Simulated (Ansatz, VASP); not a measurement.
# Os in VASP and in Ansatz

The input INCAR:

```
SYSTEM = Os
ALGO = Normal ; EDIFF = 1E-6
ENCUT = 520 ; GGA = PS
ISIF = 2 ; ISMEAR = -1
LASPH = .TRUE. ; LCHARG = .TRUE.
LELF = .TRUE. ; LREAL = .FALSE.
LVHAR = .TRUE. ; LWAVE = .FALSE.
NBANDS = 15 ; NELM = 60
PREC = Accurate ; SIGMA = 0.05
```

KPOINTS

```
k-points
0
G
  15 15 9
  0 0 0
```

Contents of POSCAR:

```
Os
1.0
    2.7340999755      0.0000000000      0.0000000000
   -1.3670499878      2.3678000353      0.0000000000
    0.0000000000      0.0000000000      4.2333060000
Os
2
Direct
    0.3333333333      0.6666666667      0.2500000000
    0.6666666667      0.3333333333      0.7500000000
```

Input for Ansatz:

```yaml
crystal:
  lattice:
    - [2.7340999755, 0.0, 0.0]
    - [-1.3670499878, 2.3678000353, 0.0]
    - [0.0, 0.0, 4.233306]
  atoms:
    - { symbol: Os, position: [0.3333333333, 0.6666666667, 0.25] }
    - { symbol: Os, position: [0.6666666667, 0.3333333333, 0.75] }
kpoints:
  mp_grid: { grid: [15, 15, 9] }
  band_path:
    path:
      - [0.0, 0.0, 0.0]
      - [0.5, 0.0, 0.0]
      - [0.3333333333, 0.3333333333, 0.0]
      - [0.0, 0.0, 0.0]
      - [0.0, 0.0, 0.5]
      - [0.5, 0.0, 0.5]
      - [0.3333333333, 0.3333333333, 0.5]
      - [0.0, 0.0, 0.5]
      - [0.5, 0.0, 0.5]
    npoints: 5
scf:
  occupations: { method: fermi_dirac, width: 0.05 }
hamiltonian:
  xc: pbesol
  pseudopotentials: { kind: all_electron, lapw: { basis_error: 0.0005 } }
output:
  forces: true
  stress: true
  eigenvalues: true
```

Change from the starting cell: zz strain of -2 %.

Alike in both runs: task single point; functional PBEsol; k mesh 15 × 15 × 9; occupations fermi-dirac, width 0.05 eV; no spin polarisation.

|  | VASP | Ansatz |
| --- | --- | --- |
| version | VASP 6.6.1 | Ansatz 0.2.0 |
| potentials or method | VASP PAW PBE potentials, release 64 (Os), cutoff 520 eV | all-electron LAPW, scalar-relativistic |

Ansatz gave:

- pressure (GPa): 6.7
- traceless stress, the component that is largest in VASP (GPa): 9.47

Task: Which values does VASP return?

Result: Pressure (GPa): 7.4; traceless stress, the component that is largest in VASP (GPa): 9.41.

VASP's potentials were made for PBE, not for PBEsol. Ansatz ran all-electron here, and VASP with PAW potentials.

Spin-orbit coupling is off throughout.
